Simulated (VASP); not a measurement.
# Au (Pm-3m) in VASP: a series of runs

The runs below take Au through relaxation of cell and atoms, with PBEsol.

Program: VASP 6.6.1. These are calculated values, not measurements. Logs are shortened: lines on timing, memory, paths and dates and some standing lists are left out, and cuts for length are marked.

## Step 1: The cell of the first run

It takes space group Pm-3m (No. 221, cubic). The conventional cell has a = 2.650 Å, b = 2.650 Å, c = 2.650 Å, α = 90.00°, β = 90.00°, γ = 90.00°. Within 3.5 Å of Au (site symmetry m-3m) lie 6 Au at 2.65 Å.

This isn't the form of Au at room conditions, which is fcc.

## Step 2: Relaxation of cell and atoms, PBEsol

File INCAR:

```
ALGO     = Normal         # electronic algorithm
EDIFF    = 1E-7           # SCF threshold, eV
EDIFFG   = -0.01          # ionic threshold
ENCUT    = 500            # plane-wave cutoff, eV
GGA      = PS             # functional
GGA_COMPAT= F            
IBRION   = 2              # ionic algorithm
ISIF     = 3              # what is computed and relaxed
ISMEAR   = -1             # smearing method
LASPH    = T              # aspherical terms in the spheres
LCHARG   = F              # write CHGCAR
LREAL    = F              # projectors in reciprocal space
LWAVE    = F              # write WAVECAR
NELM     = 120            # most SCF steps
NELMIN   = 4            
NSW      = 60             # ionic steps
PREC     = Accurate       # precision mode
SIGMA    = 0.1            # smearing width, eV
```

File KPOINTS:

```
k-points
0
Gamma
  8 8 8
```

File POSCAR:

```
Au
1.0
    2.6500000000      0.0000000000      0.0000000000
    0.0000000000      2.6500000000      0.0000000000
    0.0000000000      0.0000000000      2.6500000000
Au
1
Direct
    0.0000000000      0.0000000000      0.0000000000
```

Potentials or basis: VASP PAW PBE potentials, release 64 (Au).

Command:

```sh
> cat potpaw_PBE.64/Au/POTCAR > POTCAR
> mpirun -np 1 vasp_std > vasp.out
```

OUTCAR:

```text
EDIFF = 1E-7
   EDIFFG = -0.01
   ENCUT = 500
   GGA = PS
   IBRION = 2
   ISIF = 3
   ISMEAR = -1
   LASPH = T
   LREAL = F
   NELM = 120
   NELMIN = 4
   NSW = 60
   PREC = Accurate

 ion  position               nearest neighbor table
   1  0.000  0.000  0.000-

  LATTYP: Found a simple cubic cell.
 ALAT       =     2.6500000000

  Lattice vectors:

 A1 = (   2.6500000000,   0.0000000000,   0.0000000000)
 A2 = (   0.0000000000,   2.6500000000,   0.0000000000)
 A3 = (   0.0000000000,   0.0000000000,   2.6500000000)

Analysis of symmetry for initial positions (statically):
=====================================================================
 Subroutine PRICEL returns:
 Original cell was already a primitive cell.

 Routine SETGRP: Setting up the symmetry group for a
 simple cubic supercell.

 Subroutine GETGRP returns: Found 48 space group operations
 (whereof 48 operations were pure point group operations)
 out of a pool of 48 trial point group operations.

The static configuration has the point symmetry O_h .

Analysis of symmetry for dynamics (positions and initial velocities):
=====================================================================
 Subroutine PRICEL returns:
 Original cell was already a primitive cell.

 Routine SETGRP: Setting up the symmetry group for a
 simple cubic supercell.

 Subroutine GETGRP returns: Found 48 space group operations
 (whereof 48 operations were pure point group operations)
 out of a pool of 48 trial point group operations.

The dynamic configuration has the point symmetry O_h .

 Subroutine INISYM returns: Found 48 space group operations
 (whereof 48 operations are pure point group operations),
 and found     1 'primitive' translations

----------------------------------------------------------------------------------------

                                     Primitive cell

  volume of cell :      18.6096

  direct lattice vectors                    reciprocal lattice vectors
     2.650000000  0.000000000  0.000000000     0.377358491  0.000000000  0.000000000
     0.000000000  2.650000000  0.000000000     0.000000000  0.377358491  0.000000000
     0.000000000  0.000000000  2.650000000     0.000000000  0.000000000  0.377358491

  length of vectors
     2.650000000  2.650000000  2.650000000     0.377358491  0.377358491  0.377358491

  position of ions in fractional coordinates (direct lattice)
     0.000000000  0.000000000  0.000000000

  ion indices of the primitive-cell ions
   primitive index   ion index
                 1           1

----------------------------------------------------------------------------------------

 KPOINTS: k-points

Automatic generation of k-mesh.
 Grid dimensions read from file:
 generate k-points for:    8    8    8

 Generating k-lattice:

  Cartesian coordinates                     Fractional coordinates (reciprocal lattice)
     0.047169811  0.000000000  0.000000000     0.125000000  0.000000000  0.000000000
     0.000000000  0.047169811  0.000000000     0.000000000  0.125000000  0.000000000
     0.000000000  0.000000000  0.047169811     0.000000000  0.000000000  0.125000000

  Length of vectors
     0.047169811  0.047169811  0.047169811

  Shift w.r.t. Gamma in fractional coordinates (k-lattice)
     0.000000000  0.000000000  0.000000000

 Subroutine IBZKPT returns following result:
 ===========================================

 Found     35 irreducible k-points:

 Following reciprocal coordinates:
            Coordinates               Weight
  0.000000  0.000000  0.000000      1.000000
  0.125000  0.000000  0.000000      6.000000
  0.250000  0.000000  0.000000      6.000000
  0.375000  0.000000  0.000000      6.000000
  0.500000  0.000000  0.000000      3.000000
  0.125000  0.125000  0.000000     12.000000
[... 16 lines left out ...]
  0.375000  0.375000  0.125000     24.000000
  0.500000  0.375000  0.125000     24.000000
 [... further k-points ...]
   k-points           NKPTS =     35   k-points in BZ     NKDIM =     35   number of bands    NBANDS=      9
   number of dos      NEDOS =    301   number of ions     NIONS =      1
   total plane-waves  NPLWV =   8000
   dimension x,y,z NGX =    20 NGY =   20 NGZ =   20
   dimension x,y,z NGXF=    40 NGYF=   40 NGZF=   40
   ions per type =               1
   NGX,Y,Z   is equivalent  to a cutoff of  12.55, 12.55, 12.55 a.u.
   NGXF,Y,Z  is equivalent  to a cutoff of  25.09, 25.09, 25.09 a.u.
 SYSTEM =  unknown system
   PREC   = accura    normal or accurate (medium, high low for compatibility)
   ISTART =      0    job   : 0-new  1-cont  2-samecut
   ICHARG =      2    charge: 1-file 2-atom 10-const
   ISPIN  =      1    spin polarized calculation?
   LNONCOLLINEAR =      F non collinear calculations
   LSORBIT =      F    spin-orbit coupling
   LASPH  =      T    aspherical Exc in radial PAW
   ENCUT  =  500.0 eV  36.75 Ry    6.06 a.u.   4.83  4.83  4.83*2*pi/ulx,y,z
   NELM   =    120;   NELMIN=  4; NELMDL= -5     # of ELM steps
   EDIFF  = 0.1E-06   stopping-criterion for ELM
   LREAL  =      F    real-space projection
   EDIFFG = -.1E-01   stopping-criterion for IOM
   NSW    =     60    number of steps for IOM
   IBRION =      2    ionic relax: 0-MD 1-quasi-New 2-CG
   NFREE  =      1    steps in history (QN), initial steepest desc. (CG)
   ISIF   =      3    stress and relaxation
   ISYM   =      2    0-nonsym 1-usesym 2-fastsym
   POTIM  = 0.5000    time-step for ionic-motion
   TEBEG  =    0.0;   TEEND  =   0.0 temperature during run
   PSTRESS=    0.0 pullay stress
   NELECT =      11.0000    total number of electrons
   NUPDOWN=      -1.0000    fix difference up-down
   EMIN   =  10.00;   EMAX   =-10.00  energy-range for DOS
   EFERMI =   0.00;   METHOD = LEGACY
   ISMEAR =    -1;   SIGMA  =   0.10  broadening in eV -4-tet -1-fermi 0-gaus
   EFERMI_NEDOS =   21; number of points for ismear=-14 and -15
   IALGO  =     38    algorithm
   IMIX   =      4    mixing-type and parameters
     AMIX     =   0.40;   BMIX     =  1.00
     AMIX_MAG =   1.60;   BMIX_MAG =  1.00
  volume/ion in A,a.u.               =      18.61       125.58
  Fermi-wavevector in a.u.,A,eV,Ry     =   1.373915  2.596323 25.682933  1.887642
  Thomas-Fermi vector in A             =   2.499389
   LORBIT       =      0    0 simple, 1 ext, 2 COOP (PROOUT), +10 PAW based schemes
   GGA     = PS    functional components
   LHFCALC =     F    Hartree Fock is set to
   AEXX    =    0.0000 exact exchange contribution
   IVDW    =     0    specifies the selected vdW correction
   LEPSILON=     F    determine dielectric tensor
   LRPA    =     F    only Hartree local field effects (RPA)
 conjugate gradient relaxation of ions
 non-spin polarized calculation
  energy-cutoff  :      500.00
  volume of cell :       18.61
 maximum number of plane-waves:       483
 NGX is ok and might be reduce to    20
   NGX =  9   NGY =  9   NGZ =  9

--------------------------------------- Ionic step        1  -------------------------------------------

 number of electron      11.0000002 magnetization

 Free energy of the ion-electron system (eV)
  ---------------------------------------------------
  ext. energy  EPLUGINS =         0.00000000
  ---------------------------------------------------
  free energy    TOTEN  =        -3.63862045 eV

  energy without entropy =       -3.62184358  energy(sigma->0) =       -3.63023201

------------------------ aborting loop because EDIFF is reached ----------------------------------------

  FORCE on cell =-STRESS in cart. coord.  units (eV):
  Direction    XX          YY          ZZ          XY          YZ          ZX
  --------------------------------------------------------------------------------------
  -------------------------------------------------------------------------------------
  Total        0.8323356      0.8323356      0.8323356      0.0000000     -0.0000000      0.0000000
  in kB       71.6591151     71.6591151     71.6591151      0.0000000     -0.0000000      0.0000000
  external PRESSURE =      71.6591151 kB  Pullay stress =       0.0000000 kB

 VOLUME and BASIS-vectors are now :
 -----------------------------------------------------------------------------
  energy-cutoff  :      500.00
  volume of cell :       18.61
      direct lattice vectors                 reciprocal lattice vectors
     2.650000000  0.000000000  0.000000000     0.377358491  0.000000000  0.000000000
     0.000000000  2.650000000  0.000000000     0.000000000  0.377358491  0.000000000
     0.000000000  0.000000000  2.650000000     0.000000000  0.000000000  0.377358491
[... 71 lines left out ...]
 POSITION                                       TOTAL-FORCE (eV/Angst)
 -----------------------------------------------------------------------------------
      0.00000      0.00000      0.00000         0.000000     -0.000000      0.000000
 -----------------------------------------------------------------------------------
    total drift:                                0.000000      0.000000      0.000000

  FREE ENERGIE OF THE ION-ELECTRON SYSTEM (eV)
  ---------------------------------------------------
  free  energy   TOTEN  =        -3.6591813720 eV

  energy  without entropy=       -3.6452238475  energy(sigma->0) =       -3.65220261

--------------------------------------- Ionic step        4  -------------------------------------------

 number of electron      11.0000000 magnetization

 Free energy of the ion-electron system (eV)
  ---------------------------------------------------
  ext. energy  EPLUGINS =         0.00000000
  ---------------------------------------------------
  free energy    TOTEN  =        -3.65918446 eV

  energy without entropy =       -3.64515048  energy(sigma->0) =       -3.65216747

 E-fermi :   6.8723     XC(G=0): -11.9514

 val. band max:        6.8229065458   @ k =   0.5000   0.5000   0.5000
 cond. band min:       7.0189395842   @ k =   0.3750   0.2500   0.2500
 fundamental gap:      0.1960330384
 Fermi energy:         6.8722813584

 k-point     1 :       0.0000    0.0000    0.0000
  band No.  band energies     occupation
      1      -1.4371      2.00000
      2       0.8539      2.00000
      3       0.8539      2.00000
      4       5.4793      2.00000
      5       5.4793      2.00000
      6       5.4793      2.00000
      7      21.0017      0.00000
      8      21.0017      0.00000
      9      21.0017      0.00000

 k-point     2 :       0.1250    0.0000    0.0000
  band No.  band energies     occupation
      1      -1.0553      2.00000
      2       0.9153      2.00000
      3       1.1845      2.00000
      4       5.2115      2.00000
      5       5.2115      2.00000
      6       5.5011      2.00000
      7      18.4824      0.00000
      8      21.6488      0.00000
      9      21.6488      0.00000
[... 253 lines left out ...]
 k-point    24 :       0.5000    0.3750    0.1250
  band No.  band energies     occupation
      1       1.2620      2.00000
      2       2.1445      2.00000
      3       3.5953      2.00000
      4       3.8438      2.00000
      5       5.6644      1.99999
      6      10.2104      0.00000
      7      10.7445      0.00000
      8      16.6109      0.00000
      9      19.3408      0.00000

 [... further k-points ...]

------------------------ aborting loop because EDIFF is reached ----------------------------------------

  FORCE on cell =-STRESS in cart. coord.  units (eV):
  Direction    XX          YY          ZZ          XY          YZ          ZX
  --------------------------------------------------------------------------------------
  -------------------------------------------------------------------------------------
  Total        0.0048338      0.0048338      0.0048338     -0.0000000      0.0000000     -0.0000000
  in kB        0.3957473      0.3957473      0.3957473     -0.0000000      0.0000000     -0.0000000
  external PRESSURE =       0.3957473 kB  Pullay stress =       0.0000000 kB

 VOLUME and BASIS-vectors are now :
 -----------------------------------------------------------------------------
  energy-cutoff  :      500.00
  volume of cell :       19.57
      direct lattice vectors                 reciprocal lattice vectors
     2.694795535  0.000000000  0.000000000     0.371085668 -0.000000000 -0.000000000
     0.000000000  2.694795535  0.000000000    -0.000000000  0.371085668  0.000000000
     0.000000000 -0.000000000  2.694795535    -0.000000000 -0.000000000  0.371085668

 POSITION                                       TOTAL-FORCE (eV/Angst)
 -----------------------------------------------------------------------------------
      0.00000      0.00000      0.00000         0.000000     -0.000000      0.000000
 -----------------------------------------------------------------------------------
    total drift:                                0.000000      0.000000      0.000000

  FREE ENERGIE OF THE ION-ELECTRON SYSTEM (eV)
  ---------------------------------------------------
  free  energy   TOTEN  =        -3.6591844610 eV

  energy  without entropy=       -3.6451504752  energy(sigma->0) =       -3.65216747

 reached required accuracy - stopping structural energy minimisation
```

It took 13 s on 1 thread of Intel Xeon Platinum 8259CL at 2.50GHz (Skylake/Cascade Lake), shared host; peak memory 0.13 GiB.

What came out:

```
Free energy                           : -3.6592 eV
Relaxed volume                        : 19.57 Å³/atom
Relaxed cell                          : a = 2.695 Å, b = 2.695 Å, c = 2.695 Å, α = 90.00°, β = 90.00°, γ = 90.00°
Space group after relaxing (to 0.1 Å) : Pm-3m (No. 221)
Energy gained by relaxing             : 20.6 meV/atom
Ionic steps                           : 4
Pressure after relaxing               : 0.0 GPa
Band gap on the k mesh                : zero (an odd number of electrons rules out a gap without spin polarisation)
```

The path:
```tsv
step	energy change (eV)	largest force (eV/Å)	pressure (GPa)	volume (Å³)
1	0.0000	0.0000	7.17	18.61
2	0.0123	0.0000	-7.19	20.94
3	-0.0206	0.0000	-0.09	19.59
4	-0.0206	0.0000	0.04	19.57
```

Final structure:
```
Au
1.0
     2.69480    0.00000    0.00000
     0.00000    2.69480    0.00000
     0.00000    0.00000    2.69480
Au
1
Direct
  0.00000 0.00000 0.00000
```

Levels at points of the mesh, in eV from the Fermi level:
| k point | band 2 | band 3 | band 4 | band 5 | band 6 | band 7 | band 8 | band 9 |
| --- | --- | --- | --- | --- | --- | --- | --- | --- |
| (0.00, 0.00, 0.00) | -6.02 | -6.02 | -1.39 | -1.39 | -1.39 | 14.13 | 14.13 | 14.13 |
| (0.50, 0.00, 0.00) | -5.58 | -2.98 | -2.98 | -1.24 | -0.75 | 2.31 | 16.37 | 18.70 |
| (0.50, 0.50, 0.00) | -5.20 | -2.70 | -2.70 | -0.15 | 3.77 | 3.77 | 6.93 | 11.72 |
| (0.50, 0.50, 0.50) | -5.23 | -5.23 | -0.05 | -0.05 | 8.64 | 8.64 | 8.64 | 9.97 |

Caveat: the PAW data sets were made with another functional, which shifts forces and pressure a little; spin-orbit coupling is left out, which moves the levels of the heavy elements.

(Continued in part 2 of 2.)
